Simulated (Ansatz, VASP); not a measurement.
**Two plane-wave programs on AlFe**

```
Fe Al
1.0
     2.91000    0.00000    0.00000
     0.00000    2.91000    0.00000
     0.00000    0.00000    2.91000
Fe Al
1 1
Direct
  0.50000 0.50000 0.50000
  0.00000 0.00000 0.00000
```

Alike in both runs: task relaxation of cell and atoms; functional BLYP; dispersion D3(BJ); k mesh 9 × 9 × 9; occupations fermi-dirac, width 0.05 eV; collinear spin.

|  | VASP | Ansatz |
| --- | --- | --- |
| version | VASP 6.6.1 | Ansatz 0.2.0 |
| potentials or method | VASP PAW PBE potentials, release 64 (Fe, Al) | Ansatz PAW |
| plane-wave cutoff (eV) | 600 | 420 |
| valence electrons in the cell | 11 | 19 |

```tsv
	VASP	Ansatz	Ansatz less VASP
gap on the k mesh at the Fermi level, each at its own relaxed structure (eV)	none	none	-
net moment per atom (μB)	0.26	0.26	+0.003
relaxed volume (Å³/atom)	11.31	11.27	-0.034
relaxed length of the cell vector where the two differ most in proportion (Å)	2.828	2.825	-0.0028
```

VASP's potentials were made for PBE, not for BLYP. A gap of «none» marks a metal or a gap that the smearing closes. VASP's potentials hold 11 valence electrons a cell and Ansatz's 19, so a difference there can come from the potentials and not from the codes.

Noted on Ansatz's run: the plane-wave basis is chosen anew once the cell has moved, so the energies of steps on either side of that aren't comparable.
